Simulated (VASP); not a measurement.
A run of VASP 6.6.1 is set up as follows.

INCAR

```
ALGO = Normal
EDIFF = 1E-7
EDIFFG = -0.01
ENCUT = 600
GGA = RP
IBRION = 2
ISIF = 3
ISMEAR = 0
LASPH = T
LCHARG = F
LREAL = F
LWAVE = F
NELM = 100
NSW = 60
PREC = Accurate
SIGMA = 0.01
```

KPOINTS

```
k-points
0
Gamma
  12 12 4
```

POSCAR

```
AlN
1.0
    3.1130000000      0.0000000000      0.0000000000
   -1.5565000000      2.6959400000      0.0000000000
    0.0000000000      0.0000000000      4.9810000000
Al N
2 2
Direct
    0.3333333333      0.6666666667      0.0000000000
    0.6666666667      0.3333333333      0.5000000000
    0.3333333333      0.6666666667      0.3800000000
    0.6666666667      0.3333333333      0.8800000000
```

Potentials or basis: VASP PAW PBE potentials, release 64 (Al, N).

Launch:

```sh
$ cat potpaw_PBE.64/Al/POTCAR potpaw_PBE.64/N/POTCAR > POTCAR
$ mpirun -np 1 vasp_std > vasp.out
```

Question: Predict the relaxed cell.

Answer: a = 3.145 Å, b = 3.145 Å, c = 5.045 Å, α = 90.00°, β = 90.00°, γ = 120.00°.

Question: Predict the band gap on the k mesh.

Answer: 3.97 eV.

Step by step:
| step | energy change (eV) | largest force (eV/Å) | pressure (GPa) | volume (Å³) |
| --- | --- | --- | --- | --- |
| 1 | 0.0000 | 0.1363 | 6.62 | 41.80 |
| 2 | -0.0080 | 0.0916 | -5.07 | 44.47 |
| 3 | -0.0293 | 0.0005 | -0.01 | 43.21 |

Caveat: the PAW data sets were made with another functional, which shifts forces and pressure a little. RPBE and its kin give volumes clearly too large for solids.
